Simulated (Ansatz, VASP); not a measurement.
AlN: VASP beside Ansatz

INCAR

```
PREC = Accurate
ENCUT = 520
EDIFF = 1E-6
ISMEAR = 0
SIGMA = 0.05
LREAL = F
LASPH = T
NELM = 60
ALGO = Normal
ISIF = 2
LWAVE = F
LCHARG = F
GGA = PE
NBANDS = 26
```

KPOINTS

```
regular mesh
0
Gamma
  12 12 2
```

File POSCAR:

```
AlN
1.0
    3.1302395629      0.0000000000      0.0000000000
   -1.5651197814      2.7108669814      0.0000000000
    0.0000000000      0.0000000000     10.0359593112
Al N
4 4
Direct
    0.3333333333      0.6666666667      0.0008643587
    0.3333333333      0.6666666667      0.5008643587
    0.6666666667      0.3333333333      0.2508643587
    0.6666666667      0.3333333333      0.7508643587
    0.3333333333      0.6666666667      0.1916356413
    0.3333333333      0.6666666667      0.6916356413
    0.6666666667      0.3333333333      0.4416356413
    0.6666666667      0.3333333333      0.9416356413
```

Input for Ansatz:

```yaml
crystal:
  lattice:
    - [3.1302395626, 0.0, 0.0]
    - [-1.5651197813, 2.7108669811, 0.0]
    - [0.0, 0.0, 10.0359593093]
  atoms:
    - { symbol: Al, position: [0.3333333333, 0.6666666667, 0.0008643587] }
    - { symbol: Al, position: [0.3333333333, 0.6666666667, 0.5008643587] }
    - { symbol: Al, position: [0.6666666667, 0.3333333333, 0.2508643587] }
    - { symbol: Al, position: [0.6666666667, 0.3333333333, 0.7508643587] }
    - { symbol: "N", position: [0.3333333333, 0.6666666667, 0.1916356413] }
    - { symbol: "N", position: [0.3333333333, 0.6666666667, 0.6916356413] }
    - { symbol: "N", position: [0.6666666667, 0.3333333333, 0.4416356413] }
    - { symbol: "N", position: [0.6666666667, 0.3333333333, 0.9416356413] }
basis:
  ecutwfc: 420
kpoints:
  mp_grid: { grid: [12, 12, 2] }
hamiltonian:
  xc: pbe
scf:
  occupations: { method: gaussian, width: 0.05 }
output:
  forces: true
  stress: true
  eigenvalues: true
  write_density: true
  write_potential: true
  elf: true
  volumetric_format: npy
```

Alike in both runs: task single point; functional PBE; k mesh 12 × 12 × 2; occupations gaussian, width 0.05 eV; no spin polarisation.

|  | VASP | Ansatz |
| --- | --- | --- |
| version | VASP 6.6.1 | Ansatz 0.2.0 |
| potentials or method | VASP PAW PBE potentials, release 64 (Al, N), cutoff 520 eV | scalar-relativistic, plane waves, PAW |
| valence electrons in the cell | 32 | 32 |

|  | VASP | Ansatz | Ansatz less VASP |
| --- | --- | --- | --- |
| gap on the k mesh at the Fermi level (eV) | 4.04 | 4.03 | -0.009 |
| least direct gap on the mesh (eV) | 4.04 | 4.03 | -0.009 |
| pressure (GPa) | -0.3 | 0.0 | +0.27 |
